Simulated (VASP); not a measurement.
**B5N: single point with PBE**

B5N:

```xyz
6
Lattice="0.0000 2.9075 2.9075 2.9075 0.0000 2.9075 2.9075 2.9075 0.0000" Properties=species:S:1:pos:R:3 pbc="T T T"
B     2.1821    3.6329    2.1821
B     1.4538    1.4538    1.4538
B     3.6329    2.1821    2.1821
B     3.6329    3.6329    3.6329
B     2.1821    2.1821    3.6329
N     0.0000    0.0000    0.0000
```

- Program: VASP 6.6.1
- Task: single point
- Functional: PBE
- Potentials or basis: VASP PAW PBE potentials, release 64 (B, N)
- Cutoff: 520 eV
- k mesh: 6 × 6 × 6
- Occupations: gaussian, width 0.1 eV
- Spin: no spin polarisation
- Dipole correction: no
- Further INCAR settings: ALGO = Normal; EDIFF = 1e-06; NBANDS = 19

```json
{
  "Pressure": "-31.3 GPa",
  "Largest force": "0.034 eV/Å",
  "Band gap on the k mesh": "zero (band 10 reaches 6.88 eV, above the bottom of band 11 at 4.34 eV)"
}
```

Forces in eV/Å, atoms in the order of the input:
```
B   -0.020  0.020 -0.020
B    0.000  0.000  0.000
B    0.020 -0.020 -0.020
B    0.020  0.020  0.020
B   -0.020 -0.020  0.020
N    0.000  0.000  0.000
```

Levels at points of the mesh, in eV from the Fermi level:
```tsv
k point	band 7	band 8	band 9	band 10	band 11	band 12	band 13	band 14
(0.00, 0.00, 0.00)	-3.15	-3.15	-3.15	-2.08	-0.85	-0.85	-0.42	-0.42
(0.50, 0.00, 0.00)	-4.62	-4.62	-1.00	0.25	0.77	0.77	2.27	2.27
(0.50, 0.50, 0.00)	-2.19	-0.08	0.27	0.27	2.24	2.84	2.84	2.89
```

It took 17 s on 1 thread of Intel Xeon 8259CL (shared host), peak memory 0.17 GiB.
